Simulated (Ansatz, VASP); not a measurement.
**Au4S: VASP beside Ansatz**

INCAR

```
SYSTEM = Au4S
  PREC = Accurate
  ENCUT = 520
  EDIFF = 1E-7
  ISMEAR = 0
  SIGMA = 0.1
  LREAL = .FALSE.
  LASPH = .TRUE.
  NELM = 80
  ALGO = Normal
  ISIF = 2
  LWAVE = .FALSE.
  LCHARG = .TRUE.
  GGA = PE
  LELF = .TRUE.
  LVHAR = .TRUE.
  NBANDS = 61
```

Contents of KPOINTS:

```
regular mesh
0
G
  4 4 2
  0 0 0
```

POSCAR

```
Au4S
1.0
    0.0000000000      4.6891888225      0.0000000000
    0.0000000000      0.0000000000      4.6891888225
    9.3783776449      0.0000000000      0.0000000000
S Au
2 8
Direct
    0.0000000000      0.0000000000      0.5000000000
    0.0000000000      0.0000000000      1.0000000000
    0.2909716799      0.2909716799      0.1454858400
    0.2909716799      0.2909716799      0.6454858400
    0.7090283201      0.2909716799      0.3545141600
    0.7090283201      0.2909716799      0.8545141600
    0.2909716799      0.7090283201      0.3545141600
    0.2909716799      0.7090283201      0.8545141600
    0.7090283201      0.7090283201      0.1454858400
    0.7090283201      0.7090283201      0.6454858400
```

Input for Ansatz:

```yaml
crystal:
  lattice:
    - [0.0, 4.6891888225, 0.0]
    - [0.0, 0.0, 4.6891888225]
    - [9.3783776449, 0.0, 0.0]
  atoms:
    - { symbol: S, position: [0.0, 0.0, 0.5] }
    - { symbol: S, position: [0.0, 0.0, 1.0] }
    - { symbol: Au, position: [0.2909716799, 0.2909716799, 0.14548584] }
    - { symbol: Au, position: [0.2909716799, 0.2909716799, 0.64548584] }
    - { symbol: Au, position: [0.7090283201, 0.2909716799, 0.35451416] }
    - { symbol: Au, position: [0.7090283201, 0.2909716799, 0.85451416] }
    - { symbol: Au, position: [0.2909716799, 0.7090283201, 0.35451416] }
    - { symbol: Au, position: [0.2909716799, 0.7090283201, 0.85451416] }
    - { symbol: Au, position: [0.7090283201, 0.7090283201, 0.14548584] }
    - { symbol: Au, position: [0.7090283201, 0.7090283201, 0.64548584] }
basis:
  ecutwfc: 420
kpoints:
  mp_grid: { grid: [4, 4, 2] }
hamiltonian:
  xc: pbe
scf:
  occupations: { method: gaussian, width: 0.1 }
  lower_state_search: "off"
output:
  forces: true
  stress: true
  eigenvalues: true
```

Alike in both runs: task single point; functional PBE; k mesh 4 × 4 × 2; occupations gaussian, width 0.1 eV; no spin polarisation.

|  | VASP | Ansatz |
| --- | --- | --- |
| version | VASP 6.6.1 | Ansatz 0.2.0 |
| potentials or method | VASP PAW PBE potentials, release 64 (S, Au), cutoff 520 eV | scalar-relativistic, plane waves, PAW |
| valence electrons in the cell | 100 | 164 |

Ansatz gave:

* gap on the k mesh at the Fermi level (eV): 0.32
* least direct gap on the mesh (eV): 0.53
* pressure (GPa): 0.0
* rms of the force components (eV/Å): 0.006

Question: What did VASP give for the same quantities?

Answer: gap on the k mesh at the Fermi level (eV): 0.34; least direct gap on the mesh (eV): 0.54; pressure (GPa): -0.2; rms of the force components (eV/Å): 0.008.

Atom by atom the forces differ by 0.002 eV/Å (rms over components). VASP's potentials hold 100 valence electrons a cell and Ansatz's 164, so a difference there can come from the potentials and not from the codes.

Neither program's run includes spin-orbit coupling.
